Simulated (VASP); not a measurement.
# CdS (P6_3mc) in VASP: notebook

CdS is run at these levels: LDA; tasks: single point.

Program: VASP 6.6.1. These are calculated values, not measurements. Logs are shortened: lines on timing, memory, paths and dates and some standing lists are left out, and cuts for length are marked.

## 1. The cell of the first run

Symmetry: P6_3mc, No. 186, hexagonal system. The conventional cell has a = 3.915 Å, b = 3.915 Å, c = 6.414 Å, α = 90.00°, β = 90.00°, γ = 120.00°. Cd (site symmetry 3m) has 4 S at 2.40 Å within 3.2 Å. S (site symmetry 3m) has 4 Cd at 2.40 Å within 3.2 Å.

## 2. Single point, LDA

Contents of INCAR:

```
PREC     = Accurate       # precision mode
ENCUT    = 630            # plane-wave cutoff, eV
EDIFF    = 1E-6           # SCF threshold, eV
ISMEAR   = 0              # smearing method
SIGMA    = 0.01           # smearing width, eV
LREAL    = F              # projectors in reciprocal space
LASPH    = T              # aspherical terms in the spheres
NELM     = 120            # most SCF steps
ALGO     = Normal         # electronic algorithm
ISIF     = 2              # what is computed and relaxed
LWAVE    = F              # write WAVECAR
LCHARG   = F              # write CHGCAR
NBANDS   = 34             # bands
GGA_COMPAT= F
```

Contents of KPOINTS:

```
regular mesh
0
Gamma
  6 6 4
```

Contents of POSCAR:

```
CdS
1.0
    3.9149901870      0.0000000000      0.0000000000
   -1.9574950935      3.3904809575      0.0000000000
    0.0000000000      0.0000000000      6.4140523839
Cd S
2 2
Direct
    0.3333333333      0.6666666667      0.0003941765
    0.6666666667      0.3333333333      0.5003941765
    0.3333333333      0.6666666667      0.3746058235
    0.6666666667      0.3333333333      0.8746058235
```

Potentials or basis: VASP PAW LDA potentials, release 64 (Cd_sv_GW, S).

Run with:

```
$ cat potpaw_LDA.64/Cd_sv_GW/POTCAR potpaw_LDA.64/S/POTCAR > POTCAR
$ mpirun -np 1 vasp_std > vasp.out
```

OUTCAR:

```text
PREC = Accurate
   ENCUT = 630
   EDIFF = 1E-6
   ISMEAR = 0
   LREAL = F
   LASPH = T
   NELM = 120
   ISIF = 2

 ion  position               nearest neighbor table
   1  0.333  0.667  0.000-   4 2.40   4 2.40   4 2.40   3 2.40
   2  0.667  0.333  0.500-   3 2.40   3 2.40   3 2.40   4 2.40
   3  0.333  0.667  0.375-   2 2.40   2 2.40   2 2.40   1 2.40
   4  0.667  0.333  0.875-   1 2.40   1 2.40   1 2.40   2 2.40

  LATTYP: Found a hexagonal cell.
 ALAT       =     3.9149901870
 C/A-ratio  =     1.6383316631

  Lattice vectors:

 A1 = (   3.9149901870,   0.0000000000,   0.0000000000)
 A2 = (  -1.9574950935,   3.3904809575,   0.0000000000)
 A3 = (   0.0000000000,   0.0000000000,   6.4140523839)

Analysis of symmetry for initial positions (statically):
=====================================================================
 Subroutine PRICEL returns:
 Original cell was already a primitive cell.

 Routine SETGRP: Setting up the symmetry group for a
 hexagonal supercell.

 Subroutine GETGRP returns: Found 12 space group operations
 (whereof  6 operations were pure point group operations)
 out of a pool of 24 trial point group operations.

The static configuration has the point symmetry C_3v.
 The point group associated with its full space group is C_6v.

Analysis of symmetry for dynamics (positions and initial velocities):
=====================================================================
 Subroutine PRICEL returns:
 Original cell was already a primitive cell.

 Routine SETGRP: Setting up the symmetry group for a
 hexagonal supercell.

 Subroutine GETGRP returns: Found 12 space group operations
 (whereof  6 operations were pure point group operations)
 out of a pool of 24 trial point group operations.

The dynamic configuration has the point symmetry C_3v.
 The point group associated with its full space group is C_6v.

 Subroutine INISYM returns: Found 12 space group operations
 (whereof  6 operations are pure point group operations),
 and found     1 'primitive' translations

----------------------------------------------------------------------------------------

                                     Primitive cell

  volume of cell :      85.1382

  direct lattice vectors                    reciprocal lattice vectors
     3.914990187  0.000000000  0.000000000     0.255428482  0.147471703  0.000000000
    -1.957495093  3.390480957  0.000000000     0.000000000  0.294943406  0.000000000
     0.000000000  0.000000000  6.414052384     0.000000000  0.000000000  0.155907676

  length of vectors
     3.914990187  3.914990187  6.414052384     0.294943406  0.294943406  0.155907676

  position of ions in fractional coordinates (direct lattice)
     0.333333333  0.666666667  0.000394177
     0.666666667  0.333333333  0.500394177
     0.333333333  0.666666667  0.374605823
     0.666666667  0.333333333  0.874605823

  ion indices of the primitive-cell ions
   primitive index   ion index
                 1           1
                 2           2
                 3           3
                 4           4

----------------------------------------------------------------------------------------

 KPOINTS: regular mesh

Automatic generation of k-mesh.
 Grid dimensions read from file:
 generate k-points for:    6    6    4

 Generating k-lattice:

  Cartesian coordinates                     Fractional coordinates (reciprocal lattice)
     0.042571414  0.024578617  0.000000000     0.166666667  0.000000000  0.000000000
     0.000000000  0.049157234  0.000000000     0.000000000  0.166666667  0.000000000
     0.000000000  0.000000000  0.038976919     0.000000000  0.000000000  0.250000000

  Length of vectors
     0.049157234  0.049157234  0.038976919

  Shift w.r.t. Gamma in fractional coordinates (k-lattice)
     0.000000000  0.000000000  0.000000000

 Subroutine IBZKPT returns following result:
 ===========================================

 Found     21 irreducible k-points:

 Following reciprocal coordinates:
            Coordinates               Weight
  0.000000  0.000000  0.000000      1.000000
  0.166667  0.000000  0.000000      6.000000
  0.333333 -0.000000  0.000000      6.000000
  0.500000  0.000000  0.000000      3.000000
  0.166667  0.166667  0.000000      6.000000
  0.333333  0.166667  0.000000     12.000000
[... 13 lines left out ...]
  0.333333  0.166667  0.500000     12.000000
  0.333333  0.333333  0.500000      2.000000
   k-points           NKPTS =     21   k-points in BZ     NKDIM =     21   number of bands    NBANDS=     34
   number of dos      NEDOS =    301   number of ions     NIONS =      4
   total plane-waves  NPLWV =  55296
   dimension x,y,z NGX =    32 NGY =   32 NGZ =   54
   dimension x,y,z NGXF=    64 NGYF=   64 NGZF=  108
   ions per type =               2   2
   NGX,Y,Z   is equivalent  to a cutoff of  13.59, 13.59, 14.00 a.u.
   NGXF,Y,Z  is equivalent  to a cutoff of  27.18, 27.18, 27.99 a.u.
 SYSTEM =  unknown system
   PREC   = accura    normal or accurate (medium, high low for compatibility)
   ISTART =      0    job   : 0-new  1-cont  2-samecut
   ICHARG =      2    charge: 1-file 2-atom 10-const
   ISPIN  =      1    spin polarized calculation?
   LNONCOLLINEAR =      F non collinear calculations
   LSORBIT =      F    spin-orbit coupling
   LASPH  =      T    aspherical Exc in radial PAW
   ENCUT  =  630.0 eV  46.30 Ry    6.80 a.u.   8.01  8.01 13.13*2*pi/ulx,y,z
   NELM   =    120;   NELMIN=  2; NELMDL= -5     # of ELM steps
   EDIFF  = 0.1E-05   stopping-criterion for ELM
   LREAL  =      F    real-space projection
   EDIFFG = 0.1E-04   stopping-criterion for IOM
   NSW    =      0    number of steps for IOM
   IBRION =     -1    ionic relax: 0-MD 1-quasi-New 2-CG
   NFREE  =      0    steps in history (QN), initial steepest desc. (CG)
   ISIF   =      2    stress and relaxation
   ISYM   =      2    0-nonsym 1-usesym 2-fastsym
   POTIM  = 0.5000    time-step for ionic-motion
   TEBEG  =    0.0;   TEEND  =   0.0 temperature during run
   PSTRESS=    0.0 pullay stress
   NELECT =      52.0000    total number of electrons
   NUPDOWN=      -1.0000    fix difference up-down
   EMIN   =  10.00;   EMAX   =-10.00  energy-range for DOS
   EFERMI =   0.00;   METHOD = LEGACY
   ISMEAR =     0;   SIGMA  =   0.01  broadening in eV -4-tet -1-fermi 0-gaus
   EFERMI_NEDOS =   21; number of points for ismear=-14 and -15
   IALGO  =     38    algorithm
   IMIX   =      4    mixing-type and parameters
     AMIX     =   0.40;   BMIX     =  1.00
     AMIX_MAG =   1.60;   BMIX_MAG =  1.00
  volume/ion in A,a.u.               =      21.28       143.64
  Fermi-wavevector in a.u.,A,eV,Ry     =   1.388996  2.624823 26.249869  1.929311
  Thomas-Fermi vector in A             =   2.513069
   LORBIT       =      0    0 simple, 1 ext, 2 COOP (PROOUT), +10 PAW based schemes
   GGA     = CA    functional components
   LHFCALC =     F    Hartree Fock is set to
   AEXX    =    0.0000 exact exchange contribution
   IVDW    =     0    specifies the selected vdW correction
   LEPSILON=     F    determine dielectric tensor
   LRPA    =     F    only Hartree local field effects (RPA)
 non-spin polarized calculation
 Gauss-broadening in eV      SIGMA  =   0.01
  energy-cutoff  :      630.00
  volume of cell :       85.14
 maximum number of plane-waves:      3114
   NGX = 17   NGY = 17   NGZ = 27

 number of electron      52.0000005 magnetization

 Free energy of the ion-electron system (eV)
  ---------------------------------------------------
  ext. energy  EPLUGINS =         0.00000000
  ---------------------------------------------------
  free energy    TOTEN  =       -14.59886050 eV

  energy without entropy =      -14.59886050  energy(sigma->0) =      -14.59886050

 E-fermi :   4.4310     XC(G=0): -10.4467

 val. band max:        4.3563361165   @ k =   0.0000   0.0000   0.0000
 cond. band min:       5.6330066288   @ k =   0.0000   0.0000   0.0000
 fundamental gap:      1.2766705123
 Fermi energy:         4.4310188219

 k-point     1 :       0.0000    0.0000    0.0000
  band No.  band energies     occupation
      1     -96.8238      2.00000
      2     -96.8237      2.00000
      3     -58.2205      2.00000
      4     -58.2193      2.00000
      5     -58.2193      2.00000
      6     -58.2190      2.00000
[... 26 lines left out ...]
     33      11.8648      0.00000
     34      12.2243      0.00000

 k-point     2 :       0.1667    0.0000    0.0000
  band No.  band energies     occupation
      1     -96.8237      2.00000
      2     -96.8237      2.00000
      3     -58.2204      2.00000
      4     -58.2197      2.00000
      5     -58.2194      2.00000
      6     -58.2194      2.00000
[... 26 lines left out ...]
     33      11.9095      0.00000
     34      12.5586      0.00000

 k-point     3 :       0.3333   -0.0000    0.0000
  band No.  band energies     occupation
      1     -96.8237      2.00000
      2     -96.8237      2.00000
      3     -58.2203      2.00000
      4     -58.2201      2.00000
      5     -58.2200      2.00000
      6     -58.2197      2.00000
[... 26 lines left out ...]
     33      12.5434      0.00000
     34      13.5526      0.00000

 k-point     4 :       0.5000    0.0000    0.0000
  band No.  band energies     occupation
      1     -96.8237      2.00000
      2     -96.8237      2.00000
      3     -58.2206      2.00000
      4     -58.2204      2.00000
      5     -58.2198      2.00000
      6     -58.2197      2.00000
[... 26 lines left out ...]
     33      12.5955      0.00000
     34      15.0394      0.00000

 k-point     5 :       0.1667    0.1667    0.0000
  band No.  band energies     occupation
      1     -96.8237      2.00000
      2     -96.8237      2.00000
      3     -58.2202      2.00000
      4     -58.2200      2.00000
      5     -58.2199      2.00000
      6     -58.2196      2.00000
[... 510 lines left out ...]
 k-point    19 :       0.1667    0.1667    0.5000
  band No.  band energies     occupation
      1     -96.8237      2.00000
      2     -96.8237      2.00000
      3     -58.2202      2.00000
      4     -58.2202      2.00000
      5     -58.2195      2.00000
      6     -58.2195      2.00000
[... 26 lines left out ...]
     33      12.2659      0.00000
     34      12.2659      0.00000

 k-point    20 :       0.3333    0.1667    0.5000
  band No.  band energies     occupation
      1     -96.8237      2.00000
      2     -96.8237      2.00000
      3     -58.2205      2.00000
      4     -58.2205      2.00000
      5     -58.2198      2.00000
      6     -58.2198      2.00000
[... 26 lines left out ...]
     33      12.8691      0.00000
     34      12.8692      0.00000

 k-point    21 :       0.3333    0.3333    0.5000
  band No.  band energies     occupation
      1     -96.8237      2.00000
      2     -96.8237      2.00000
      3     -58.2205      2.00000
      4     -58.2205      2.00000
      5     -58.2201      2.00000
      6     -58.2201      2.00000
[... 26 lines left out ...]
     33      13.5023      0.00000
     34      13.5026      0.00000

------------------------ aborting loop because EDIFF is reached ----------------------------------------

  FORCE on cell =-STRESS in cart. coord.  units (eV):
  Direction    XX          YY          ZZ          XY          YZ          ZX
  --------------------------------------------------------------------------------------
  -------------------------------------------------------------------------------------
  Total        5.3381788      5.3381788      5.3394880      0.0000000      0.0000000     -0.0000000
  in kB      100.4567690    100.4567690    100.4814069      0.0000000      0.0000000     -0.0000000
  external PRESSURE =     100.4649816 kB  Pullay stress =       0.0000000 kB

 VOLUME and BASIS-vectors are now :
 -----------------------------------------------------------------------------
  energy-cutoff  :      630.00
  volume of cell :       85.14
      direct lattice vectors                 reciprocal lattice vectors
     3.914990187  0.000000000  0.000000000     0.255428482  0.147471703  0.000000000
    -1.957495093  3.390480957  0.000000000     0.000000000  0.294943406  0.000000000
     0.000000000  0.000000000  6.414052384     0.000000000  0.000000000  0.155907676

 POSITION                                       TOTAL-FORCE (eV/Angst)
 -----------------------------------------------------------------------------------
     -0.00000      2.26032      0.00253        -0.000000      0.000000      0.000270
      1.95750      1.13016      3.20955         0.000000     -0.000000      0.000270
     -0.00000      2.26032      2.40274        -0.000000      0.000000     -0.000270
      1.95750      1.13016      5.60977         0.000000      0.000000     -0.000270
 -----------------------------------------------------------------------------------
    total drift:                               -0.000001      0.000000      0.001085

  FREE ENERGIE OF THE ION-ELECTRON SYSTEM (eV)
  ---------------------------------------------------
  free  energy   TOTEN  =       -14.5988605014 eV

  energy  without entropy=      -14.5988605014  energy(sigma->0) =      -14.59886050
```

Wall time 44 s (1 thread of Intel Xeon 6975P-C (Granite Rapids), shared host); peak memory 0.24 GiB.

Results:

* Free energy: -14.5989 eV
* Pressure: 10.0 GPa
* Band gap on the k mesh: 1.28 eV

Caveat: the cell stands under pressure.

## 3. Single point, LDA

This run uses another cell than the first one, of 21.91 Å³/atom.

Contents of INCAR:

```
SYSTEM = CdS
PREC     = Accurate       ! precision mode
ENCUT    = 630            ! plane-wave cutoff, eV
EDIFF    = 1E-6           ! SCF threshold, eV
ISMEAR   = 0              ! smearing method
SIGMA    = 0.01           ! smearing width, eV
LREAL    = .False.        ! projectors in reciprocal space
LASPH    = .True.         ! aspherical terms in the spheres
NELM     = 120            ! most SCF steps
ALGO     = Normal         ! electronic algorithm
ISIF     = 2              ! what is computed and relaxed
LWAVE    = .False.        ! write WAVECAR
LCHARG   = .True.         ! write CHGCAR
LELF     = .True.         ! ELF
LVHAR    = .True.       
NBANDS   = 34             ! bands
GGA_COMPAT= .False.
```

Contents of KPOINTS:

```
Automatic mesh
0
Gamma
  6 6 4
  0 0 0
```

Contents of POSCAR:

```
CdS
1.0
    3.9563777115      0.0000000000      0.0000000000
   -1.9781888557      3.4263236051      0.0000000000
    0.0000000000      0.0000000000      6.4641595265
Cd S
2 2
Direct
    0.3333333333      0.6666666667     -0.0000385827
    0.6666666667      0.3333333333      0.4999614173
    0.3333333333      0.6666666667      0.3750385827
    0.6666666667      0.3333333333      0.8750385827
```

Potentials or basis: VASP PAW LDA potentials, release 64 (Cd_sv_GW, S).

Run with:

```
$ cat potpaw_LDA.64/Cd_sv_GW/POTCAR potpaw_LDA.64/S/POTCAR > POTCAR
$ mpirun -np 1 vasp_std > vasp.out
```

Run time: 38 s. Hardware: 1 thread of Intel Xeon 6975P-C (Granite Rapids), shared host; peak memory 0.24 GiB.

It converged, with:

```
Free energy            : -14.7335 eV
Pressure               : 7.0 GPa
Band gap on the k mesh : 1.22 eV
```

Levels at points of the mesh, in eV from the valence-band top:
```csv
k point,band 23,band 24,band 25,band 26,band 27,band 28,band 29,band 30
"(0.00, 0.00, 0.00)",-0.97,-0.09,0.00,0.00,1.22,2.74,6.27,6.27
"(0.50, 0.00, 0.00)",-3.34,-2.40,-1.71,-0.97,3.64,3.74,4.80,6.62
"(0.00, 0.00, 0.50)",-0.51,-0.51,-0.51,-0.51,2.88,2.88,6.07,6.07
"(0.50, 0.00, 0.50)",-1.72,-1.72,-1.71,-1.71,3.25,3.25,5.24,5.24
```

Caveat: the cell stands under pressure.

## 4. Single point, LDA

This run uses another cell than the first one, of 23.20 Å³/atom.

Contents of INCAR:

```
PREC = Accurate ; ENCUT = 630
EDIFF = 1E-6 ; ISMEAR = 0
SIGMA = 0.01 ; LREAL = F
LASPH = T ; NELM = 120
ALGO = Normal ; ISIF = 2
LWAVE = F ; LCHARG = F
NBANDS = 34 ; GGA_COMPAT = F
```

Contents of KPOINTS:

```
regular mesh
0
Gamma
  6 6 4
```

Contents of POSCAR:

```
CdS
1.0
    4.0364511209      0.0000000000      0.0000000000
   -2.0182255605      3.4956692119      0.0000000000
    0.0000000000      0.0000000000      6.5773233448
Cd S
2 2
Direct
    0.3333333333      0.6666666667     -0.0005107971
    0.6666666667      0.3333333333      0.4994892029
    0.3333333333      0.6666666667      0.3755107971
    0.6666666667      0.3333333333      0.8755107971
```

Run with:

```
$ cat potpaw_LDA.64/Cd_sv_GW/POTCAR potpaw_LDA.64/S/POTCAR > POTCAR
$ mpirun -np 1 vasp_std > vasp.out
```

It took 1.8 min on 1 thread of Intel Xeon Platinum 8259CL at 2.50GHz (Skylake/Cascade Lake), shared host; peak memory 0.26 GiB.

Results (log left out):

```
Free energy            : -14.8805 eV
Pressure               : 2.0 GPa
Band gap on the k mesh : 1.11 eV
```

Levels at points of the mesh, in eV from the valence-band top:
| k point | band 22 | band 23 | band 24 | band 25 | band 26 | band 27 | band 28 | band 29 | band 30 | band 31 |
| --- | --- | --- | --- | --- | --- | --- | --- | --- | --- | --- |
| (0.00, 0.00, 0.00) | -0.88 | -0.88 | -0.07 | 0.00 | 0.00 | 1.11 | 2.66 | 6.29 | 6.29 | 6.57 |
| (0.50, 0.00, 0.00) | -3.92 | -3.04 | -2.17 | -1.53 | -0.88 | 3.66 | 3.66 | 4.86 | 6.44 | 6.87 |
| (0.00, 0.00, 0.50) | -2.71 | -0.46 | -0.46 | -0.46 | -0.46 | 2.77 | 2.77 | 6.03 | 6.03 | 6.66 |
| (0.50, 0.00, 0.50) | -4.61 | -1.56 | -1.56 | -1.54 | -1.54 | 3.27 | 3.27 | 5.23 | 5.23 | 7.85 |

## 5. Single point, LDA

This run uses another cell than the first one, of 22.63 Å³/atom.

Contents of INCAR:

```
SYSTEM = CdS
ALGO = Normal
EDIFF = 1E-6
ENCUT = 630
GGA_COMPAT = .False.
ISIF = 2
ISMEAR = 0
LASPH = .True.
LCHARG = .True.
LELF = .True.
LREAL = .False.
LVHAR = .True.
LWAVE = .False.
NBANDS = 34
NELM = 120
PREC = Accurate
SIGMA = 0.01
```

Contents of KPOINTS:

```
k-points
0
Gamma
  6 6 4
  0 0 0
```

Contents of POSCAR:

```
CdS
1.0
    4.0017941801      0.0000000000      0.0000000000
   -2.0008970900      3.4656554207      0.0000000000
    0.0000000000      0.0000000000      6.5281316497
Cd S
2 2
Direct
    0.3333333333      0.6666666667     -0.0003086171
    0.6666666667      0.3333333333      0.4996913829
    0.3333333333      0.6666666667      0.3753086171
    0.6666666667      0.3333333333      0.8753086171
```

Run with:

```
$ cat potpaw_LDA.64/Cd_sv_GW/POTCAR potpaw_LDA.64/S/POTCAR > POTCAR
$ mpirun -np 1 vasp_std > vasp.out
```

Wall time 100 s (1 thread of Intel Xeon 6975P-C (Granite Rapids), shared host); peak memory 0.25 GiB.

Results (log left out):

| Item | Value |
| --- | --- |
| Free energy | -14.8360 eV |
| Pressure | 4.0 GPa |
| Band gap on the k mesh | 1.16 eV |

Levels at points of the mesh, in eV from the valence-band top:
```
           k point  band 23  band 24  band 25  band 26  band 27  band 28  band 29  band 30
(0.00, 0.00, 0.00)    -0.92    -0.08     0.00     0.00     1.16     2.69     6.28     6.28
(0.50, 0.00, 0.00)    -3.17    -2.27    -1.61    -0.92     3.66     3.70     4.83     6.51
(0.00, 0.00, 0.50)    -0.48    -0.48    -0.48    -0.48     2.82     2.82     6.04     6.04
(0.50, 0.00, 0.50)    -1.63    -1.63    -1.61    -1.61     3.26     3.26     5.24     5.24
```

Caveat: the cell stands under pressure.

## 6. Overview

```csv
cell,gap on the mesh (eV),pressure (GPa)
"a = 3.915, b = 3.915, c = 6.414 Å, angles 90.0, 90.0, 120.0°, 4 atoms, atomic positions A",1.28,10.0
"a = 3.956, b = 3.956, c = 6.464 Å, angles 90.0, 90.0, 120.0°, 4 atoms, atomic positions B",1.22,7.0
"a = 4.036, b = 4.036, c = 6.577 Å, angles 90.0, 90.0, 120.0°, 4 atoms, atomic positions C",1.11,2.0
"a = 4.002, b = 4.002, c = 6.528 Å, angles 90.0, 90.0, 120.0°, 4 atoms, atomic positions D",1.16,4.0
```

Alike in all rows: task single point; level LDA; potentials or basis VASP PAW LDA potentials, release 64 (Cd_sv_GW, S); no spin polarisation; k mesh 6 × 6 × 4; cutoff (eV) 630; smearing gaussian 0.01 eV.

Caveats: the cell stands under pressure (at least some runs).

Total energies depend on the potentials used, so only differences within one code and one set of settings carry meaning.
